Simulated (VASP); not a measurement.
A run of VASP 6.6.1 is set up as follows.

File INCAR:

```
SYSTEM = B
PREC = Accurate
ENCUT = 500
EDIFF = 1E-6
ISMEAR = 0
SIGMA = 0.1
LREAL = .FALSE.
LASPH = .TRUE.
NELM = 120
ALGO = Normal
ISIF = 2
LWAVE = .FALSE.
LCHARG = .TRUE.
GGA = PE
LELF = .TRUE.
LVHAR = .TRUE.
NBANDS = 8
GGA_COMPAT = .FALSE.
```

File KPOINTS:

```
regular mesh
0
G
  10 10 10
  0 0 0
```

The input POSCAR:

```
B
1.0
   -1.3661034921      1.3661034921      1.3661034921
    1.3661034921     -1.3661034921      1.3661034921
    1.3661034921      1.3661034921     -1.3661034921
B
1
Direct
    0.0000000000      0.0000000000      0.0000000000
```

Potentials or basis: VASP PAW PBE potentials, release 64 (B).

Launch:

```bash
$ cat potpaw_PBE.64/B/POTCAR > POTCAR
$ mpirun -np 1 vasp_std > vasp.out
```

Task: What does it give for the pressure?

Result: -37.2 GPa.

Caveat: the cell differs from its parent crystal (In replaced by B, lengths x 0.755, strained).
